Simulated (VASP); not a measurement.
# TiTe (Pm-3m) in VASP: single point with LDA+U

Aim: the single point of TiTe with LDA+U.

Everything below comes from runs of VASP 6.6.1. Logs are shortened: lines on timing, memory, paths and dates and some standing lists are left out, and cuts for length are marked.

**1. The cell of the first run**

Symmetry: Pm-3m, No. 221, cubic system. Conventional cell: a = 3.631 Å, b = 3.631 Å, c = 3.631 Å, α = 90.00°, β = 90.00°, γ = 90.00°. Within 4.1 Å of Ti (site symmetry m-3m) lie 8 Te at 3.14 Å and 6 Ti at 3.63 Å. Te (site symmetry m-3m) has 8 Ti at 3.14 Å and 6 Te at 3.63 Å within 4.1 Å.

**2. Single point, LDA+U**

Input file INCAR:

```
SYSTEM = TiTe
ALGO = Normal
EDIFF = 1E-6
ENCUT = 500
GGA_COMPAT = .False.
ISIF = 2
ISMEAR = 0
LASPH = .True.
LCHARG = .True.
LDAU = .True.
LDAUJ = 0 0
LDAUL = 2 -1
LDAUPRINT = 1
LDAUTYPE = 2
LDAUU = 3 0
LELF = .True.
LMAXMIX = 4
LREAL = .False.
LVHAR = .True.
LWAVE = .False.
NBANDS = 16
NELM = 200
PREC = Accurate
SIGMA = 0.05
```

Input file KPOINTS:

```
k-points
0
Gamma
  5 5 5
  0 0 0
```

Input file POSCAR:

```
TiTe
1.0
    3.6310931200      0.0000000000      0.0000000000
    0.0000000000      3.6310931200      0.0000000000
    0.0000000000      0.0000000000      3.6310931200
Ti Te
1 1
Direct
    0.0000000000      0.0000000000      0.0000000000
    0.5000000000      0.5000000000      0.5000000000
```

Potentials or basis: VASP PAW LDA potentials, release 64 (Ti_sv, Te).

Launch:

```console
> cat potpaw_LDA.64/Ti_sv/POTCAR potpaw_LDA.64/Te/POTCAR > POTCAR
> mpirun -np 1 vasp_std > vasp.out
```

OUTCAR:

```text
SYSTEM = TiTe
   EDIFF = 1E-6
   ENCUT = 500
   ISIF = 2
   ISMEAR = 0
   LASPH = .True.
   LREAL = .False.
   NELM = 200
   PREC = Accurate

 ion  position               nearest neighbor table
   1  0.000  0.000  0.000-   2 3.14   2 3.14   2 3.14   2 3.14   2 3.14   2 3.14   2 3.14   2 3.14

   2  0.500  0.500  0.500-   1 3.14   1 3.14   1 3.14   1 3.14   1 3.14   1 3.14   1 3.14   1 3.14

  LATTYP: Found a simple cubic cell.
 ALAT       =     3.6310931200

  Lattice vectors:

 A1 = (   3.6310931200,   0.0000000000,   0.0000000000)
 A2 = (   0.0000000000,   3.6310931200,   0.0000000000)
 A3 = (   0.0000000000,   0.0000000000,   3.6310931200)

Analysis of symmetry for initial positions (statically):
=====================================================================
 Subroutine PRICEL returns:
 Original cell was already a primitive cell.

 Routine SETGRP: Setting up the symmetry group for a
 simple cubic supercell.

 Subroutine GETGRP returns: Found 48 space group operations
 (whereof 48 operations were pure point group operations)
 out of a pool of 48 trial point group operations.

The static configuration has the point symmetry O_h .

Analysis of symmetry for dynamics (positions and initial velocities):
=====================================================================
 Subroutine PRICEL returns:
 Original cell was already a primitive cell.

 Routine SETGRP: Setting up the symmetry group for a
 simple cubic supercell.

 Subroutine GETGRP returns: Found 48 space group operations
 (whereof 48 operations were pure point group operations)
 out of a pool of 48 trial point group operations.

The dynamic configuration has the point symmetry O_h .

 Subroutine INISYM returns: Found 48 space group operations
 (whereof 48 operations are pure point group operations),
 and found     1 'primitive' translations

----------------------------------------------------------------------------------------

                                     Primitive cell

  volume of cell :      47.8754

[... 126 lines left out ...]
  0.0000 -0.0000  0.0000 -0.0000  0.2974

spin component  2

  0.1037 -0.0000 -0.0000  0.0000  0.0000
 -0.0000  0.1037 -0.0000  0.0000 -0.0000
 -0.0000 -0.0000  0.2974 -0.0000  0.0000
  0.0000  0.0000 -0.0000  0.1037 -0.0000
  0.0000 -0.0000  0.0000 -0.0000  0.2974

 occupancies and eigenvectors

  o =  0.1037  v =  0.0000  0.9668  0.0000  0.2556 -0.0000  0.0000  0.0000  0.0000  0.0000  0.0000      0.0000  0.0000  0.0000  0.0000  0.0000  0.0000  0.0000  0.0000  0.0000  0.0000
  o =  0.1037  v =  0.0000  0.0000  0.0000  0.0000  0.0000  0.0000  0.9668  0.0000  0.2556 -0.0000      0.0000  0.0000  0.0000  0.0000  0.0000  0.0000  0.0000  0.0000  0.0000  0.0000
  o =  0.1037  v =  1.0000  0.0000  0.0000  0.0000  0.0000  0.0000  0.0000  0.0000  0.0000  0.0000      0.0000  0.0000  0.0000  0.0000  0.0000  0.0000  0.0000  0.0000  0.0000  0.0000
  o =  0.1037  v =  0.0000  0.0000  0.0000  0.0000  0.0000  1.0000  0.0000  0.0000  0.0000  0.0000      0.0000  0.0000  0.0000  0.0000  0.0000  0.0000  0.0000  0.0000  0.0000  0.0000
  o =  0.1037  v =  0.0000  0.0000  0.0000  0.0000  0.0000  0.0000 -0.2556 -0.0000  0.9668  0.0000      0.0000  0.0000  0.0000  0.0000  0.0000  0.0000  0.0000  0.0000  0.0000  0.0000
  o =  0.1037  v =  0.0000 -0.2556 -0.0000  0.9668  0.0000  0.0000  0.0000  0.0000  0.0000  0.0000      0.0000  0.0000  0.0000  0.0000  0.0000  0.0000  0.0000  0.0000  0.0000  0.0000
  o =  0.2974  v =  0.0000  0.0000 -0.9921  0.0000 -0.1257  0.0000  0.0000  0.0000  0.0000  0.0000      0.0000  0.0000  0.0000  0.0000  0.0000  0.0000  0.0000  0.0000  0.0000  0.0000
  o =  0.2974  v =  0.0000  0.0000  0.0000  0.0000  0.0000  0.0000  0.0000 -0.9921  0.0000 -0.1257      0.0000  0.0000  0.0000  0.0000  0.0000  0.0000  0.0000  0.0000  0.0000  0.0000
  o =  0.2974  v =  0.0000  0.0000  0.0000  0.0000  0.0000  0.0000  0.0000 -0.1257  0.0000  0.9921      0.0000  0.0000  0.0000  0.0000  0.0000  0.0000  0.0000  0.0000  0.0000  0.0000
  o =  0.2974  v =  0.0000  0.0000 -0.1257  0.0000  0.9921  0.0000  0.0000  0.0000  0.0000  0.0000      0.0000  0.0000  0.0000  0.0000  0.0000  0.0000  0.0000  0.0000  0.0000  0.0000

 number of electron      17.9999999 magnetization

 Free energy of the ion-electron system (eV)
  ---------------------------------------------------
  ext. energy  EPLUGINS =         0.00000000
  ---------------------------------------------------
  free energy    TOTEN  =       -10.63045821 eV

  energy without entropy =      -10.62688620  energy(sigma->0) =      -10.62867221

 E-fermi :   8.1519     XC(G=0): -10.6528

 val. band max:        8.1462747894   @ k =   0.2000   0.2000   0.2000
 cond. band min:       8.5331041305   @ k =   0.4000   0.4000   0.4000
 fundamental gap:      0.3868293411
 Fermi energy:         8.1518525052

 k-point     1 :       0.0000    0.0000    0.0000
  band No.  band energies     occupation
      1     -49.5952      2.00000
      2     -26.1793      2.00000
      3     -26.1793      2.00000
      4     -26.1793      2.00000
      5      -4.8852      2.00000
      6       6.9745      2.00000
[... 167 lines left out ...]
      3     -26.2047      2.00000
      4     -26.2047      2.00000
      5      -2.3190      2.00000
      6       3.7426      2.00000
[... 8 lines left out ...]
     15      11.6139      0.00000
     16      11.6139      0.00000

------------------------ aborting loop because EDIFF is reached ----------------------------------------

  FORCE on cell =-STRESS in cart. coord.  units (eV):
  Direction    XX          YY          ZZ          XY          YZ          ZX
  --------------------------------------------------------------------------------------
  -------------------------------------------------------------------------------------
  Total       -4.2030450     -4.2030450     -4.2030450      0.0000000     -0.0000000      0.0000000
  in kB     -140.6573606   -140.6573606   -140.6573606      0.0000000     -0.0000000      0.0000000
  external PRESSURE =    -140.6573606 kB  Pullay stress =       0.0000000 kB

 VOLUME and BASIS-vectors are now :
 -----------------------------------------------------------------------------
  energy-cutoff  :      500.00
  volume of cell :       47.88
      direct lattice vectors                 reciprocal lattice vectors
     3.631093120  0.000000000  0.000000000     0.275399161  0.000000000  0.000000000
     0.000000000  3.631093120  0.000000000     0.000000000  0.275399161  0.000000000
     0.000000000  0.000000000  3.631093120     0.000000000  0.000000000  0.275399161

 POSITION                                       TOTAL-FORCE (eV/Angst)
 -----------------------------------------------------------------------------------
      0.00000      0.00000      0.00000         0.000000      0.000000      0.000000
      1.81555      1.81555      1.81555         0.000000      0.000000      0.000000
 -----------------------------------------------------------------------------------
    total drift:                               -0.000000      0.000000     -0.000000

  FREE ENERGIE OF THE ION-ELECTRON SYSTEM (eV)
  ---------------------------------------------------
  free  energy   TOTEN  =       -10.6304582133 eV

  energy  without entropy=      -10.6268862036  energy(sigma->0) =      -10.62867221
```

OSZICAR:

```text
N       E                     dE             d eps       ncg     rms          rms(c)
DAV:   1     0.127266536881E+03    0.12727E+03   -0.86877E+03   320   0.111E+03
DAV:   2    -0.391229460630E+01   -0.13118E+03   -0.12728E+03   352   0.283E+02
DAV:   3    -0.126875550297E+02   -0.87753E+01   -0.86433E+01   496   0.718E+01
DAV:   4    -0.129198080944E+02   -0.23225E+00   -0.23217E+00   376   0.111E+01
DAV:   5    -0.129283745091E+02   -0.85664E-02   -0.85660E-02   472   0.209E+00    0.100E+01
DAV:   6    -0.109663674872E+02    0.19620E+01   -0.14661E+01   352   0.314E+01    0.531E+00
DAV:   7    -0.106420271425E+02    0.32434E+00   -0.24582E+00   336   0.144E+01    0.255E+00
DAV:   8    -0.106467556185E+02   -0.47285E-02   -0.54364E-01   368   0.474E+00    0.111E+00
DAV:   9    -0.106298675526E+02    0.16888E-01   -0.65004E-02   344   0.256E+00    0.360E-01
DAV:  10    -0.106306217060E+02   -0.75415E-03   -0.79262E-03   408   0.762E-01    0.157E-01
DAV:  11    -0.106304866655E+02    0.13504E-03   -0.23775E-03   360   0.361E-01    0.366E-02
DAV:  12    -0.106304646103E+02    0.22055E-04   -0.22970E-04   376   0.116E-01    0.208E-02
DAV:  13    -0.106304581505E+02    0.64598E-05   -0.45480E-05   368   0.567E-02    0.422E-03
DAV:  14    -0.106304582133E+02   -0.62769E-07   -0.98196E-07   360   0.897E-03
   1 F= -.10630458E+02 E0= -.10628672E+02  d E =-.357201E-02
```

It took 3.9 s on 1 thread of Intel Xeon 6975P-C (Granite Rapids), shared host; peak memory 0.13 GiB.

What came out:

* Free energy: -10.6305 eV
* Pressure: -14.1 GPa
* Band gap on the k mesh: zero (bands 9 and 10 overlap by 1.53 eV)

Levels at points of the mesh, in eV from the Fermi level:
| k point | band 5 | band 6 | band 7 | band 8 | band 9 | band 10 | band 11 | band 12 | band 13 | band 14 |
| --- | --- | --- | --- | --- | --- | --- | --- | --- | --- | --- |
| (0.00, 0.00, 0.00) | -13.04 | -1.18 | -1.18 | -1.15 | -1.15 | -1.15 | 1.16 | 1.16 | 1.16 | 1.57 |

Eigenvalues of the final occupation matrices:
| site | spin | trace | eigenvalues |
| --- | --- | --- | --- |
| site 1 d | 1 | 0.91 | 0.10 0.10 0.10 0.30 0.30 |
| site 1 d | 2 | 0.91 | 0.10 0.10 0.10 0.30 0.30 |

Caveat: the cell stands under tension; spin-orbit coupling is left out, which moves the levels of the heavy elements; U without spin polarisation on a metal has little footing; the U is typed as a test and isn't derived for this compound.

The gap in the log of VASP goes by the Fermi energy; the results here count the filled bands.